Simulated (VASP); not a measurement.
Here is a VASP 6.6.1 calculation.

The input INCAR:

```
SYSTEM = B2O
PREC = Accurate
ENCUT = 520
EDIFF = 1E-6
ISMEAR = 0
SIGMA = 0.15
LREAL = .False.
LASPH = .True.
NELM = 80
ALGO = Fast
ISIF = 2
LWAVE = .False.
LCHARG = .False.
GGA = PE
IVDW = 12
NBANDS = 21
```

File KPOINTS:

```
regular mesh
0
Gamma
  21 21 6
  0 0 0
```

File POSCAR:

```
B2O
1.0
    2.5447823694      0.0000000000      0.0000000000
   -1.2723911847      2.2038461790      0.0000000000
    0.0000000000      0.0000000000     10.0714851832
B O
4 2
Direct
    0.0000000000      0.0000000000      0.4099026039
    0.0000000000      0.0000000000      0.5900973961
    0.6666666667      0.3333333333      0.0293462865
    0.3333333333      0.6666666667      0.9706537135
    0.6666666667      0.3333333333      0.3525784977
    0.3333333333      0.6666666667      0.6474215023
```

Potentials or basis: VASP PAW PBE potentials, release 64 (B, O).

Run with:

```bash
$ cat potpaw_PBE.64/B/POTCAR potpaw_PBE.64/O/POTCAR > POTCAR
$ mpirun -np 1 vasp_std > vasp.out
```

Q: Estimate the dispersion energy per atom.

A: -0.128 eV.

Q: Estimate the pressure.

A: -3.8 GPa.

Forces in eV/Å, atoms in the order of the input:
```
B    0.000  0.000  0.343
B    0.000  0.000 -0.343
B    0.000  0.000 -0.131
B    0.000  0.000  0.131
O    0.000  0.000  0.571
O    0.000  0.000 -0.571
```

Caveat: the stress differs along the axes, from -8 to -2 GPa.
